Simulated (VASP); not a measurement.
# Ge (Fd-3m) in VASP: further runs, part 2 of 2

VASP 6.6.1. Earlier steps stand in the parts before.

### Step 4. Single point, r2SCAN (strain +0.025 along x and y, +0.025 along z)

POSCAR reads:

```
Ge
1.0
    0.0000000000      2.8994892500      2.8994892500
    2.8994892500      0.0000000000      2.8994892500
    2.8994892500      2.8994892500      0.0000000000
Ge
2
Direct
    0.5000000000      0.5000000000      0.5000000000
    0.7500000000      0.7500000000      0.7500000000
```

INCAR.step1 reads:

```
PREC = Accurate ; ENCUT = 520
ISMEAR = 0 ; SIGMA = 0.05
LREAL = F ; LASPH = T
NELM = 60 ; NBANDS = 21
GGA = PE ; ALGO = Normal
EDIFF = 1E-4 ; LWAVE = T
LCHARG = F
```

INCAR.step2 reads:

```
PREC = Accurate ; ENCUT = 520
EDIFF = 1E-6 ; ISMEAR = 0
SIGMA = 0.05 ; LREAL = F
LASPH = T ; NELM = 60
ALGO = Normal ; ISIF = 2
LWAVE = F ; LCHARG = T
METAGGA = R2SCAN ; LMIXTAU = T
LELF = T ; LVHAR = T
NBANDS = 21 ; ISTART = 1
```

KPOINTS reads:

```
regular mesh
0
Gamma
  10 10 10
```

Potentials or basis: VASP PAW PBE potentials, release 64 (Ge_d).

Launch:

```bash
$ cat potpaw_PBE.64/Ge_d/POTCAR > POTCAR
$ cp INCAR.step1 INCAR
$ mpirun -np 1 vasp_std > vasp.out
$ cp INCAR.step2 INCAR
$ mpirun -np 1 vasp_std > vasp.out
```

OUTCAR:

```text
PREC = Accurate
   ENCUT = 520
   EDIFF = 1E-6
   ISMEAR = 0
   LREAL = F
   LASPH = T
   NELM = 60
   ISIF = 2
   METAGGA = R2SCAN
   ISTART = 1

 ion  position               nearest neighbor table
   1  0.500  0.500  0.500-   2 2.51   2 2.51   2 2.51   2 2.51
   2  0.750  0.750  0.750-   1 2.51   1 2.51   1 2.51   1 2.51

  LATTYP: Found a face centered cubic cell.
 ALAT       =     5.7989785000

  Lattice vectors:

 A1 = (   0.0000000000,   2.8994892500,   2.8994892500)
 A2 = (   2.8994892500,   0.0000000000,   2.8994892500)
 A3 = (   2.8994892500,   2.8994892500,   0.0000000000)

Analysis of symmetry for initial positions (statically):
=====================================================================
 Subroutine PRICEL returns:
 Original cell was already a primitive cell.

 Routine SETGRP: Setting up the symmetry group for a
 face centered cubic supercell.

 Subroutine GETGRP returns: Found 48 space group operations
 (whereof 24 operations were pure point group operations)
 out of a pool of 48 trial point group operations.

The static configuration has the point symmetry T_d .
 The point group associated with its full space group is O_h .

Analysis of symmetry for dynamics (positions and initial velocities):
=====================================================================
 Subroutine PRICEL returns:
 Original cell was already a primitive cell.

 Routine SETGRP: Setting up the symmetry group for a
 face centered cubic supercell.

 Subroutine GETGRP returns: Found 48 space group operations
 (whereof 24 operations were pure point group operations)
 out of a pool of 48 trial point group operations.

The dynamic configuration has the point symmetry T_d .
 The point group associated with its full space group is O_h .

 Subroutine INISYM returns: Found 48 space group operations
 (whereof 24 operations are pure point group operations),
 and found     1 'primitive' translations

----------------------------------------------------------------------------------------

                                     Primitive cell

  volume of cell :      48.7522

  direct lattice vectors                    reciprocal lattice vectors
     0.000000000  2.899489250  2.899489250    -0.172444164  0.172444164  0.172444164
     2.899489250  0.000000000  2.899489250     0.172444164 -0.172444164  0.172444164
     2.899489250  2.899489250  0.000000000     0.172444164  0.172444164 -0.172444164

  length of vectors
     4.100497021  4.100497021  4.100497021     0.298682054  0.298682054  0.298682054

  position of ions in fractional coordinates (direct lattice)
     0.500000000  0.500000000  0.500000000
     0.750000000  0.750000000  0.750000000

  ion indices of the primitive-cell ions
   primitive index   ion index
                 1           1
                 2           2

----------------------------------------------------------------------------------------

 KPOINTS: regular mesh

Automatic generation of k-mesh.
 Grid dimensions read from file:
 generate k-points for:   10   10   10

 Generating k-lattice:

  Cartesian coordinates                     Fractional coordinates (reciprocal lattice)
    -0.017244416  0.017244416  0.017244416     0.100000000  0.000000000  0.000000000
     0.017244416 -0.017244416  0.017244416     0.000000000  0.100000000  0.000000000
     0.017244416  0.017244416 -0.017244416     0.000000000  0.000000000  0.100000000

  Length of vectors
     0.029868205  0.029868205  0.029868205

  Shift w.r.t. Gamma in fractional coordinates (k-lattice)
     0.000000000  0.000000000  0.000000000

 Subroutine IBZKPT returns following result:
 ===========================================

 Found     47 irreducible k-points:

 Following reciprocal coordinates:
            Coordinates               Weight
  0.000000  0.000000  0.000000      1.000000
  0.100000  0.000000  0.000000      8.000000
  0.200000  0.000000  0.000000      8.000000
  0.300000  0.000000  0.000000      8.000000
  0.400000  0.000000  0.000000      8.000000
  0.500000  0.000000  0.000000      4.000000
[... 16 lines left out ...]
  0.300000  0.300000  0.000000      6.000000
  0.400000  0.300000  0.000000     24.000000
 [... further k-points ...]
   k-points           NKPTS =     47   k-points in BZ     NKDIM =     47   number of bands    NBANDS=     21
   number of dos      NEDOS =    301   number of ions     NIONS =      2
   total plane-waves  NPLWV =  27000
   dimension x,y,z NGX =    30 NGY =   30 NGZ =   30
   dimension x,y,z NGXF=    60 NGYF=   60 NGZF=   60
   ions per type =               2
   NGX,Y,Z   is equivalent  to a cutoff of  12.16, 12.16, 12.16 a.u.
   NGXF,Y,Z  is equivalent  to a cutoff of  24.33, 24.33, 24.33 a.u.
 SYSTEM =  unknown system
   PREC   = accura    normal or accurate (medium, high low for compatibility)
   ISTART =      1    job   : 0-new  1-cont  2-samecut
   ICHARG =      0    charge: 1-file 2-atom 10-const
   ISPIN  =      1    spin polarized calculation?
   LNONCOLLINEAR =      F non collinear calculations
   LSORBIT =      F    spin-orbit coupling
   LASPH  =      T    aspherical Exc in radial PAW
   ENCUT  =  520.0 eV  38.22 Ry    6.18 a.u.   7.62  7.62  7.62*2*pi/ulx,y,z
   NELM   =     60;   NELMIN=  2; NELMDL=  0     # of ELM steps
   EDIFF  = 0.1E-05   stopping-criterion for ELM
   LREAL  =      F    real-space projection
   EDIFFG = 0.1E-04   stopping-criterion for IOM
   NSW    =      0    number of steps for IOM
   IBRION =     -1    ionic relax: 0-MD 1-quasi-New 2-CG
   NFREE  =      0    steps in history (QN), initial steepest desc. (CG)
   ISIF   =      2    stress and relaxation
   ISYM   =      2    0-nonsym 1-usesym 2-fastsym
   POTIM  = 0.5000    time-step for ionic-motion
   TEBEG  =    0.0;   TEEND  =   0.0 temperature during run
   PSTRESS=    0.0 pullay stress
   NELECT =      28.0000    total number of electrons
   NUPDOWN=      -1.0000    fix difference up-down
   EMIN   =  10.00;   EMAX   =-10.00  energy-range for DOS
   EFERMI =   0.00;   METHOD = LEGACY
   ISMEAR =     0;   SIGMA  =   0.05  broadening in eV -4-tet -1-fermi 0-gaus
   EFERMI_NEDOS =   21; number of points for ismear=-14 and -15
   IALGO  =     38    algorithm
   IMIX   =      4    mixing-type and parameters
     AMIX     =   0.40;   BMIX     =  1.00
     AMIX_MAG =   1.60;   BMIX_MAG =  1.00
  volume/ion in A,a.u.               =      24.38       164.50
  Fermi-wavevector in a.u.,A,eV,Ry     =   1.360805  2.571549 25.195149  1.851791
  Thomas-Fermi vector in A             =   2.487436
   LORBIT       =      0    0 simple, 1 ext, 2 COOP (PROOUT), +10 PAW based schemes
   METAGGA = R2SCAN    functional components
   LHFCALC =     F    Hartree Fock is set to
   AEXX    =    0.0000 exact exchange contribution
   IVDW    =     0    specifies the selected vdW correction
   LEPSILON=     F    determine dielectric tensor
   LRPA    =     F    only Hartree local field effects (RPA)
 non-spin polarized calculation
 Gauss-broadening in eV      SIGMA  =   0.05
  energy-cutoff  :      520.00
  volume of cell :       48.75
 maximum number of plane-waves:      1363
   NGX = 15   NGY = 15   NGZ = 15

 number of electron      27.9999969 magnetization

 Free energy of the ion-electron system (eV)
  ---------------------------------------------------
  ext. energy  EPLUGINS =         0.00000000
  ---------------------------------------------------
  free energy    TOTEN  =       -27.70452125 eV

  energy without entropy =      -27.70444412  energy(sigma->0) =      -27.70448269

 E-fermi :   4.1171     XC(G=0): -10.4385

 val. band max:        4.1019255797   @ k =   0.0000   0.0000   0.0000
 cond. band min:       4.3092790171   @ k =   0.5000   0.0000   0.0000
 fundamental gap:      0.2073534374
 Fermi energy:         4.1171221000

 k-point     1 :       0.0000    0.0000    0.0000
  band No.  band energies     occupation
      1     -21.3000      2.00000
      2     -21.3000      2.00000
      3     -21.2999      2.00000
      4     -21.2661      2.00000
      5     -21.2661      2.00000
      6     -21.0864      2.00000
[... 13 lines left out ...]
     20      13.8509      0.00000
     21      13.8509      0.00000
[... 529 lines left out ...]
 k-point    24 :       0.4000    0.3000    0.0000
  band No.  band energies     occupation
      1     -21.3290      2.00000
      2     -21.3244      2.00000
      3     -21.2847      2.00000
      4     -21.2117      2.00000
      5     -21.1949      2.00000
      6     -21.1747      2.00000
[... 13 lines left out ...]
     20      15.9167      0.00000
     21      16.1280      0.00000

 [... further k-points ...]

------------------------ aborting loop because EDIFF is reached ----------------------------------------

  FORCE on cell =-STRESS in cart. coord.  units (eV):
  Direction    XX          YY          ZZ          XY          YZ          ZX
  --------------------------------------------------------------------------------------
  -------------------------------------------------------------------------------------
  Total       -1.1790790     -1.1790790     -1.1790790     -0.0000000      0.0000000     -0.0000000
  in kB      -38.7488633    -38.7488633    -38.7488633     -0.0000000      0.0000000     -0.0000000
  external PRESSURE =     -38.7488633 kB  Pullay stress =       0.0000000 kB

 VOLUME and BASIS-vectors are now :
 -----------------------------------------------------------------------------
  energy-cutoff  :      520.00
  volume of cell :       48.75
      direct lattice vectors                 reciprocal lattice vectors
     0.000000000  2.899489250  2.899489250    -0.172444164  0.172444164  0.172444164
     2.899489250  0.000000000  2.899489250     0.172444164 -0.172444164  0.172444164
     2.899489250  2.899489250  0.000000000     0.172444164  0.172444164 -0.172444164

 POSITION                                       TOTAL-FORCE (eV/Angst)
 -----------------------------------------------------------------------------------
      2.89949      2.89949      2.89949         0.000000     -0.000000     -0.000000
      4.34923      4.34923      4.34923        -0.000000      0.000000      0.000000
 -----------------------------------------------------------------------------------
    total drift:                                0.000000     -0.000000     -0.000000

  FREE ENERGIE OF THE ION-ELECTRON SYSTEM (eV)
  ---------------------------------------------------
  free  energy   TOTEN  =       -27.7045212523 eV

  energy  without entropy=      -27.7044441212  energy(sigma->0) =      -27.70448269
```

OUTCAR.step1:

```text
PREC = Accurate
   ENCUT = 520
   ISMEAR = 0
   LREAL = F
   LASPH = T
[... 798 lines left out ...]
 -----------------------------------------------------------------------------------
      2.89949      2.89949      2.89949        -0.000000      0.000000     -0.000000
      4.34923      4.34923      4.34923         0.000000     -0.000000      0.000000
 -----------------------------------------------------------------------------------
    total drift:                                0.000000     -0.000000     -0.000000

  FREE ENERGIE OF THE ION-ELECTRON SYSTEM (eV)
  ---------------------------------------------------
  free  energy   TOTEN  =        -9.0303637570 eV

  energy  without entropy=       -9.0302013654  energy(sigma->0) =       -9.03028256
```

Wall time 62 s (1 thread of AMD EPYC 9R45 (Zen 5), shared host); peak memory 0.16 GiB.

Results:

```yaml
Free_energy: -27.7045 eV
Pressure: -3.9 GPa
Band_gap_on_the_k_mesh: zero (filled and empty bands touch)
```

Levels at points of the mesh, in eV from the Fermi level:
| k point | band 11 | band 12 | band 13 | band 14 | band 15 | band 16 | band 17 | band 18 |
| --- | --- | --- | --- | --- | --- | --- | --- | --- |
| (0.00, 0.00, 0.00) | -12.76 | -0.31 | -0.02 | -0.02 | -0.02 | 2.67 | 2.67 | 2.67 |
| (0.50, 0.00, 0.00) | -10.75 | -7.55 | -1.38 | -1.38 | 0.19 | 3.94 | 3.94 | 7.56 |
| (0.50, 0.50, 0.00) | -8.96 | -8.96 | -2.98 | -2.98 | 1.04 | 1.04 | 9.46 | 9.46 |

Caveat: the cell differs from its parent crystal (strain +0.025 along x and y, +0.025 along z); the cell stands under tension; semilocal functionals underestimate gaps, so a narrow gap can read as zero; the PAW data sets were made with another functional, which shifts forces and pressure a little.

### Step 5. Overview

```csv
cell,gap on the mesh (eV),pressure (GPa)
"a = 3.800 Å, angles 60.0°, 2 atoms",0.53,17.2
"a = 3.900 Å, angles 60.0°, 2 atoms",0.66,7.5
"a = 4.100 Å, angles 60.0°, 2 atoms",none,-3.9
```

Alike in all rows: task single point; level r2SCAN; potentials or basis VASP PAW PBE potentials, release 64 (Ge_d); no spin polarisation; k mesh 10 × 10 × 10; cutoff (eV) 520; smearing gaussian 0.05 eV.

Caveats: the PAW data sets were made with another functional, which shifts forces and pressure a little; the cell stands under pressure (at least some runs); the cell stands under tension (at least some runs); semilocal functionals underestimate gaps, so a narrow gap can read as zero (at least some runs).

Absolute energies hang on the potentials; compare differences alone.
